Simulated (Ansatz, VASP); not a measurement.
TlCl in VASP and in Ansatz

The input INCAR:

```
SYSTEM = TlCl
  ALGO = Normal
  EDIFF = 1E-8
  ENCUT = 400
  GGA = PE
  GGA_COMPAT = .False.
  ISIF = 2
  ISMEAR = -1
  LASPH = .True.
  LCHARG = .False.
  LEFG = .True.
  LREAL = .False.
  LWAVE = .False.
  NBANDS = 17
  NELM = 120
  PREC = Accurate
  SIGMA = 0.02
```

The input KPOINTS:

```
k-points
0
Gamma
  8 8 8
  0 0 0
```

Contents of POSCAR:

```
TlCl
1.0
    3.8968636320      0.0000000000      0.0000000000
    0.0000000000      3.8968636320      0.0000000000
    0.0000000000      0.0000000000      3.8968636320
Tl Cl
1 1
Direct
    0.0000000000      0.0000000000      0.0000000000
    0.5000000000      0.5000000000      0.5000000000
```

Input for Ansatz:

```yaml
crystal:
  lattice:
    - [3.896863632, 0.0, 0.0]
    - [0.0, 3.896863632, 0.0]
    - [0.0, 0.0, 3.896863632]
  atoms:
    - { symbol: Tl, position: [0.0, 0.0, 0.0] }
    - { symbol: Cl, position: [0.5, 0.5, 0.5] }
kpoints:
  mp_grid: { grid: [8, 8, 8] }
scf:
  occupations: { method: fermi_dirac, width: 0.02 }
hamiltonian:
  xc: pbe
  pseudopotentials: { kind: all_electron, datasets: crystal }
output:
  forces: true
  stress: true
  eigenvalues: true
  efg: { contact_densities: true }
```

Change from the starting cell: volume scaled by 1.05, crystal datasets.

Alike in both runs: task electric field gradients; functional PBE; k mesh 8 × 8 × 8; occupations fermi-dirac, width 0.02 eV; no spin polarisation.

|  | VASP | Ansatz |
| --- | --- | --- |
| version | VASP 6.6.1 | Ansatz 0.2.0 |
| potentials or method | VASP PAW PBE potentials, release 64 (Tl_d, Cl), cutoff 400 eV | all-electron PAW with datasets made for the crystal, scalar-relativistic |

Ansatz gave:

| Item | Value |
| --- | --- |
| gap on the k mesh at the Fermi level (eV) | 2.19 |
| pressure (GPa) | 0.1 |

Which values does VASP return?

gap on the k mesh at the Fermi level (eV): 2.20; pressure (GPa): 0.0.

Ansatz ran all-electron here, and VASP with PAW potentials.

Spin-orbit coupling is off throughout.
